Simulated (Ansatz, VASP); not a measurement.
# HfMg3 in VASP and in Ansatz

```xyz
4
Lattice="-2.1809 2.1809 4.3931 2.1809 -2.1809 4.3931 2.1809 2.1809 -4.3931" Properties=species:S:1:pos:R:3 pbc="T T T"
Mg    0.0000    0.0000    4.3931
Mg    2.1809    0.0000    2.1965
Mg    0.0000    2.1809    2.1965
Hf    0.0000    0.0000    0.0000
```

Alike in both runs: task single point; functional PBE; k mesh 7 × 7 × 7; no spin polarisation.

|  | VASP | Ansatz |
| --- | --- | --- |
| version | VASP 6.6.1 | Ansatz 0.2.0 |
| potentials or method | VASP PAW PBE potentials, release 64 (Mg, Hf_pv), cutoff 520 eV | plane waves, PAW |
| occupations | methfessel-paxton of order 1, width 0.1 eV | cold, width 0.1 eV |
| valence electrons in the cell | 16 | 56 |

Ansatz gave:

- pressure (GPa): 3.6
- traceless stress, the component that is largest in VASP (GPa): -1.47

Problem. Estimate VASP's values.

Solution. Pressure (GPa): 3.5; traceless stress, the component that is largest in VASP (GPa): -1.58.

VASP's potentials hold 16 valence electrons a cell and Ansatz's 56, so a difference there can come from the potentials and not from the codes.

Neither program's run includes spin-orbit coupling.
